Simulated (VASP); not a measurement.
Crystal: AgI (Iodargyrite).

```
CELL_PARAMETERS angstrom
4.65074 0.00000 0.00000
-2.32537 4.02766 0.00000
0.00000 0.00000 7.59972
ATOMIC_POSITIONS crystal
Ag 0.66667 0.33333 0.62752
Ag 0.33333 0.66667 0.12752
I 0.66667 0.33333 0.00248
I 0.33333 0.66667 0.50248
```

Base run:

| Item | Value |
| --- | --- |
| Program | VASP 6.6.1 |
| Functional | r2SCAN |
| Potentials or basis | VASP PAW PBE potentials, release 64 (Ag, I) |
| Cutoff | 550 eV |
| k mesh | 6 × 6 × 4 |
| Occupations | gaussian, width 0.01 eV |
| Spin | no spin polarisation |

Its results: band gap on the k mesh 1.83 eV, direct; pressure -0.1 GPa.

Question: The run is repeated on the same cell with these changes: functional from r2SCAN to PBE; cutoff from 550 eV to 500 eV. What comes out?

Answer: Band gap on the k mesh 1.37 eV, direct; pressure 0.6 GPa.

r2SCAN gives the wider gap, since meta-GGAs in the generalised Kohn-Sham scheme recover part of the derivative discontinuity.

Caveats: spin-orbit coupling is left out, which moves the levels of the heavy elements; the PAW data sets were made with another functional, which shifts forces and pressure a little (some runs).

